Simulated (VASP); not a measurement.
# W (Im-3m) in VASP: elastic constants with PBE

Aim: the elastic constants of W with PBE.

All numbers are computed with VASP 6.6.1; they aren't measurements. Logs are shortened: lines on timing, memory, paths and dates and some standing lists are left out, and cuts for length are marked.

### 1 The cell of the first run

Symmetry: Im-3m, No. 229, cubic system. Conventional cell: a = 3.184 Å, b = 3.184 Å, c = 3.184 Å, α = 90.00°, β = 90.00°, γ = 90.00°. Within 3.6 Å of W (site symmetry m-3m) lie 14 W at 2.76 to 3.18 Å.

### 2 Elastic constants, PBE

File INCAR:

```
PREC = Accurate
ENCUT = 600
EDIFF = 1E-8
ISMEAR = 0
SIGMA = 0.3
LREAL = F
LASPH = T
NELM = 100
ALGO = Fast
ISIF = 3
LWAVE = F
LCHARG = T
GGA = PE
IBRION = 6
NFREE = 2
POTIM = 0.015
NSW = 1
```

File KPOINTS:

```
Automatic mesh
0
Gamma
  12 12 12
```

File POSCAR:

```
W
1.0
   -1.5919471957      1.5919471957      1.5919471957
    1.5919471957     -1.5919471957      1.5919471957
    1.5919471957      1.5919471957     -1.5919471957
W
1
Direct
    0.0000000000      0.0000000000      0.0000000000
```

Potentials or basis: VASP PAW PBE potentials, release 64 (W_sv).

Launch:

```
> cat potpaw_PBE.64/W_sv/POTCAR > POTCAR
> mpirun -np 1 vasp_std > vasp.out
```

OUTCAR:

```text
PREC = Accurate
   ENCUT = 600
   EDIFF = 1E-8
   ISMEAR = 0
   LREAL = F
   LASPH = T
   NELM = 100
   ISIF = 3
   GGA = PE
   IBRION = 6
   NFREE = 2
   POTIM = 0.015
   NSW = 1

 ion  position               nearest neighbor table
   1  0.000  0.000  0.000-

  LATTYP: Found a body centered cubic cell.
 ALAT       =     3.1838943914

  Lattice vectors:

 A1 = (  -1.5919471957,   1.5919471957,   1.5919471957)
 A2 = (   1.5919471957,  -1.5919471957,   1.5919471957)
 A3 = (   1.5919471957,   1.5919471957,  -1.5919471957)

Analysis of symmetry for initial positions (statically):
=====================================================================
 Subroutine PRICEL returns:
 Original cell was already a primitive cell.

 Routine SETGRP: Setting up the symmetry group for a
 body centered cubic supercell.

 Subroutine GETGRP returns: Found 48 space group operations
[... 9 lines left out ...]

 Routine SETGRP: Setting up the symmetry group for a
 body centered cubic supercell.

 Subroutine GETGRP returns: Found 48 space group operations
[... 11 lines left out ...]
                                     Primitive cell

  volume of cell :      16.1379

  direct lattice vectors                    reciprocal lattice vectors
    -1.591947196  1.591947196  1.591947196     0.000000000  0.314080769  0.314080769
     1.591947196 -1.591947196  1.591947196     0.314080769  0.000000000  0.314080769
     1.591947196  1.591947196 -1.591947196     0.314080769  0.314080769  0.000000000

  length of vectors
     2.757333426  2.757333426  2.757333426     0.444177284  0.444177284  0.444177284

  position of ions in fractional coordinates (direct lattice)
     0.000000000  0.000000000  0.000000000

  ion indices of the primitive-cell ions
   primitive index   ion index
                 1           1

----------------------------------------------------------------------------------------

 KPOINTS: Automatic mesh

Automatic generation of k-mesh.
 Grid dimensions read from file:
 generate k-points for:   12   12   12

 Generating k-lattice:

  Cartesian coordinates                     Fractional coordinates (reciprocal lattice)
     0.000000000  0.026173397  0.026173397     0.083333333  0.000000000  0.000000000
     0.026173397  0.000000000  0.026173397     0.000000000  0.083333333  0.000000000
     0.026173397  0.026173397  0.000000000     0.000000000  0.000000000  0.083333333

  Length of vectors
     0.037014774  0.037014774  0.037014774

  Shift w.r.t. Gamma in fractional coordinates (k-lattice)
     0.000000000  0.000000000  0.000000000

 Subroutine IBZKPT returns following result:
 ===========================================

 Found     72 irreducible k-points:

 Following reciprocal coordinates:
            Coordinates               Weight
  0.000000  0.000000  0.000000      1.000000
  0.083333  0.000000  0.000000     12.000000
  0.166667  0.000000  0.000000     12.000000
  0.250000  0.000000  0.000000     12.000000
  0.333333  0.000000  0.000000     12.000000
  0.416667  0.000000  0.000000     12.000000
[... 16 lines left out ...]
  0.333333  0.083333  0.083333     24.000000
  0.416667  0.083333  0.083333     12.000000
 [... further k-points ...]
   k-points           NKPTS =     72   k-points in BZ     NKDIM =     72   number of bands    NBANDS=     11
   number of dos      NEDOS =    301   number of ions     NIONS =      1
   total plane-waves  NPLWV =  13824
   dimension x,y,z NGX =    24 NGY =   24 NGZ =   24
   dimension x,y,z NGXF=    48 NGYF=   48 NGZF=   48
   ions per type =               1
   NGX,Y,Z   is equivalent  to a cutoff of  14.47, 14.47, 14.47 a.u.
   NGXF,Y,Z  is equivalent  to a cutoff of  28.94, 28.94, 28.94 a.u.
 SYSTEM =  unknown system
   PREC   = accura    normal or accurate (medium, high low for compatibility)
   ISTART =      0    job   : 0-new  1-cont  2-samecut
   ICHARG =      2    charge: 1-file 2-atom 10-const
   ISPIN  =      1    spin polarized calculation?
   LNONCOLLINEAR =      F non collinear calculations
   LSORBIT =      F    spin-orbit coupling
   LASPH  =      T    aspherical Exc in radial PAW
   ENCUT  =  600.0 eV  44.10 Ry    6.64 a.u.   5.51  5.51  5.51*2*pi/ulx,y,z
   NELM   =    100;   NELMIN=  2; NELMDL= -5     # of ELM steps
   EDIFF  = 0.1E-07   stopping-criterion for ELM
   LREAL  =      F    real-space projection
   EDIFFG = 0.1E-06   stopping-criterion for IOM
   NSW    =     49    number of steps for IOM
   IBRION =      6    ionic relax: 0-MD 1-quasi-New 2-CG
   NFREE  =      2    steps in history (QN), initial steepest desc. (CG)
   ISIF   =      3    stress and relaxation
   ISYM   =      2    0-nonsym 1-usesym 2-fastsym
   POTIM  = 0.0150    time-step for ionic-motion
   TEBEG  =    0.0;   TEEND  =   0.0 temperature during run
   PSTRESS=    0.0 pullay stress
   NELECT =      14.0000    total number of electrons
   NUPDOWN=      -1.0000    fix difference up-down
   EMIN   =  10.00;   EMAX   =-10.00  energy-range for DOS
   EFERMI =   0.00;   METHOD = LEGACY
   ISMEAR =     0;   SIGMA  =   0.30  broadening in eV -4-tet -1-fermi 0-gaus
   EFERMI_NEDOS =   21; number of points for ismear=-14 and -15
   IALGO  =     68    algorithm
   IMIX   =      4    mixing-type and parameters
     AMIX     =   0.40;   BMIX     =  1.00
     AMIX_MAG =   1.60;   BMIX_MAG =  1.00
  volume/ion in A,a.u.               =      16.14       108.90
  Fermi-wavevector in a.u.,A,eV,Ry     =   1.561357  2.950537 33.168764  2.437835
  Thomas-Fermi vector in A             =   2.664434
   LORBIT       =      0    0 simple, 1 ext, 2 COOP (PROOUT), +10 PAW based schemes
   GGA     = PE    functional components
   LHFCALC =     F    Hartree Fock is set to
   AEXX    =    0.0000 exact exchange contribution
   IVDW    =     0    specifies the selected vdW correction
   LEPSILON=     F    determine dielectric tensor
   LRPA    =     F    only Hartree local field effects (RPA)
 finite differences with symmetry
 non-spin polarized calculation
 RMM-DIIS sequential band-by-band and
 Gauss-broadening in eV      SIGMA  =   0.30
  energy-cutoff  :      600.00
  volume of cell :       16.14
 maximum number of plane-waves:       555
 NGX is ok and might be reduce to    24
   NGX = 11   NGY = 11   NGZ = 11

--------------------------------------- Ionic step        1  -------------------------------------------

 number of electron      14.0000002 magnetization

 Free energy of the ion-electron system (eV)
  ---------------------------------------------------
  ext. energy  EPLUGINS =         0.00000000
  ---------------------------------------------------
  free energy    TOTEN  =       -12.96661607 eV

  energy without entropy =      -12.94510534  energy(sigma->0) =      -12.95586071

------------------------ aborting loop because EDIFF is reached ----------------------------------------

  FORCE on cell =-STRESS in cart. coord.  units (eV):
  Direction    XX          YY          ZZ          XY          YZ          ZX
  --------------------------------------------------------------------------------------
  -------------------------------------------------------------------------------------
  Total        0.0552590      0.0552590      0.0552590      0.0000000      0.0000000     -0.0000000
  in kB        5.4861491      5.4861491      5.4861491      0.0000000      0.0000000     -0.0000000
  external PRESSURE =       5.4861491 kB  Pullay stress =       0.0000000 kB
[... 86 lines left out ...]
  FREE ENERGIE OF THE ION-ELECTRON SYSTEM (eV)
  ---------------------------------------------------
  free  energy   TOTEN  =       -12.9597320232 eV

  energy  without entropy=      -12.9379048667  energy(sigma->0) =      -12.94881844

[... ionic steps 4 to 12 ...]

--------------------------------------- Ionic step       13  -------------------------------------------

 number of electron      14.0000002 magnetization

------------------------ aborting loop because EDIFF is reached ----------------------------------------
[... 65 lines left out ...]
--------------------------------------- Ionic step       15  -------------------------------------------

 number of electron      14.0000001 magnetization

 Free energy of the ion-electron system (eV)
  ---------------------------------------------------
  ext. energy  EPLUGINS =         0.00000000
  ---------------------------------------------------
  free energy    TOTEN  =       -12.96661588 eV

  energy without entropy =      -12.94510471  energy(sigma->0) =      -12.95586030

 E-fermi :  11.1072     XC(G=0): -13.5393

 val. band max:       11.0714445470   @ k =  -0.2500   0.3333   0.1667
 cond. band min:      11.1183475224   @ k =  -0.1667   0.1667   0.0833
 fundamental gap:      0.0469029755
 Fermi energy:        11.1072336619

 k-point     1 :       0.0000    0.0000    0.0000
  band No.  band energies     occupation
      1     -63.0195      2.00000
      2     -26.6072      2.00000
      3     -26.6072      2.00000
      4     -26.6072      2.00000
      5       1.6485      2.00000
      6       9.9880      2.00000
      7       9.9880      2.00000
      8       9.9880      2.00000
      9      13.4060      0.00000
     10      13.4060      0.00000
     11      25.6621      0.00000
[... 309 lines left out ...]
 k-point    24 :       0.4167    0.0833    0.0833
  band No.  band energies     occupation
      1     -62.8934      2.00000
      2     -27.7407      2.00000
      3     -27.0583      2.00000
      4     -26.6947      2.00000
      5       5.6755      2.00000
      6       7.6599      2.00000
      7      10.8736      1.72930
      8      13.5321      0.00000
      9      14.2859      0.00000
     10      18.4368      0.00000
     11      20.8724      0.00000

 [... further k-points ...]
[... 5 lines left out ...]
  --------------------------------------------------------------------------------------
  -------------------------------------------------------------------------------------
  Total        0.0565413      0.0565413      0.0565413      0.0000000     -0.0000000      0.0000000
  in kB        5.6134583      5.6134583      5.6134583      0.0000000     -0.0000000      0.0000000
  external PRESSURE =       5.6134583 kB  Pullay stress =       0.0000000 kB
[... 16 lines left out ...]
  FREE ENERGIE OF THE ION-ELECTRON SYSTEM (eV)
  ---------------------------------------------------
  free  energy   TOTEN  =       -12.9666158838 eV

  energy  without entropy=      -12.9451047094  energy(sigma->0) =      -12.95586030

 INTERNAL STRAIN TENSORS FROM STRAINED CELLS
 ============================================

 INTERNAL STRAIN TENSOR FOR ION    1 for displacements in x,y,z  (eV/Angst):
          X           Y           Z          XY          YZ          ZX
  --------------------------------------------------------------------------------
  x    -0.00000    -0.00000    -0.00000     0.00000    -0.00000     0.00000
  y     0.00000     0.00000     0.00000     0.00000    -0.00000    -0.00000
  z    -0.00000    -0.00000     0.00000    -0.00000     0.00000     0.00000

 INTERNAL STRAIN TENSORS FROM DISPLACED ATOMS
 ============================================

 INTERNAL STRAIN TENSOR FOR ION    1 for displacements in x,y,z  (eV/Angst):
          X           Y           Z          XY          YZ          ZX
  --------------------------------------------------------------------------------
  x     0.00000     0.00000     0.00000     0.00000     0.00000     0.00000
  y     0.00000     0.00000     0.00000     0.00000     0.00000     0.00000
  z     0.00000     0.00000     0.00000     0.00000     0.00000     0.00000

 Eigenvectors and eigenvalues of the dynamical matrix
 ----------------------------------------------------

   1 f  =    0.000000 THz     0.000000 2PiTHz    0.000000 cm-1     0.000000 meV
             X         Y         Z           dx          dy          dz
      0.000000  0.000000  0.000000     1.000000    0.000000    0.000000

   2 f  =    0.000000 THz     0.000000 2PiTHz    0.000000 cm-1     0.000000 meV
             X         Y         Z           dx          dy          dz
      0.000000  0.000000  0.000000     0.000000    1.000000    0.000000

   3 f  =    0.000000 THz     0.000000 2PiTHz    0.000000 cm-1     0.000000 meV
             X         Y         Z           dx          dy          dz
      0.000000  0.000000  0.000000     0.000000    0.000000    1.000000

--------------------------------------------------------------------------------------------------------

 ELASTIC MODULI CONTR FROM IONIC RELAXATION (kBar)
 Direction    XX          YY          ZZ          XY          YZ          ZX
 --------------------------------------------------------------------------------
 XX           0.0000      0.0000      0.0000      0.0000      0.0000      0.0000
 YY           0.0000      0.0000      0.0000      0.0000      0.0000      0.0000
 ZZ           0.0000      0.0000      0.0000      0.0000      0.0000      0.0000
 XY           0.0000      0.0000      0.0000      0.0000      0.0000      0.0000
 YZ           0.0000      0.0000      0.0000      0.0000      0.0000      0.0000
 ZX           0.0000      0.0000      0.0000      0.0000      0.0000      0.0000
 --------------------------------------------------------------------------------

 TOTAL ELASTIC MODULI (kBar)
 Direction    XX          YY          ZZ          XY          YZ          ZX
 --------------------------------------------------------------------------------
 XX        5174.8333   1996.3493   1996.3493     -0.0000     -0.0000     -0.0000
 YY        1996.3493   5174.8333   1996.3493      0.0000     -0.0000     -0.0000
 ZZ        1996.3493   1996.3493   5174.8333     -0.0000      0.0000      0.0000
 XY          -0.0000      0.0000     -0.0000   1336.2291      0.0000     -0.0000
 YZ          -0.0000     -0.0000      0.0000      0.0000   1336.2291     -0.0000
 ZX          -0.0000     -0.0000      0.0000     -0.0000     -0.0000   1336.2291
 --------------------------------------------------------------------------------
```

It took 3.9 min on 1 thread of Intel Xeon 6975P-C (Granite Rapids), shared host; peak memory 0.31 GiB.

What came out:

* Elastic constants C11, C12, C44: 517, 200, 134 GPa
* Voigt bulk modulus: 306 GPa

Elastic tensor in Voigt notation (GPa, in the Cartesian axes of the cell as first typed):
```
517 200 200   0   0   0
200 517 200   0   0   0
200 200 517   0   0   0
  0   0   0 134   0   0
  0   0   0   0 134   0
  0   0   0   0   0 134
```

Clamped-ion elastic tensor (GPa):
```
517 200 200   0   0   0
200 517 200   0   0   0
200 200 517   0   0   0
  0   0   0 134   0   0
  0   0   0   0 134   0
  0   0   0   0   0 134
```

Caveat: spin-orbit coupling is left out, which moves the levels of the heavy elements.
